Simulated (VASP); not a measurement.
**Al: single point with PBE**

The system is Al.

```xyz
1
Lattice="0.0000 2.0183 2.0183 2.0183 0.0000 2.0183 2.0183 2.0183 0.0000" Properties=species:S:1:pos:R:3 pbc="T T T"
Al    0.0000    0.0000    0.0000
```

- Program: VASP 6.6.1
- Task: single point
- Functional: PBE
- Potentials or basis: VASP PAW PBE potentials, release 64 (Al)
- Cutoff: 520 eV
- k mesh: 14 × 14 × 14
- Occupations: gaussian, width 0.05 eV
- Spin: no spin polarisation
- Dipole correction: no
- Further INCAR settings: ALGO = Normal; EDIFF = 1e-07; NBANDS = 8

| Item | Value |
| --- | --- |
| Pressure | 0.0 GPa |

Levels at points of the mesh, in eV from the Fermi level:
| k point | band 1 | band 2 | band 3 | band 4 |
| --- | --- | --- | --- | --- |
| (0.00, 0.00, 0.00) | -11.13 | 12.67 | 12.67 | 12.67 |
| (0.50, 0.00, 0.00) | -4.57 | -4.35 | 11.48 | 11.48 |
| (0.50, 0.50, 0.00) | -2.90 | -1.57 | 5.29 | 5.64 |

Run time: 9.2 s on 1 thread of AMD EPYC 7R13 Processor (Zen 3), with other jobs on the host, peak memory 0.11 GiB.
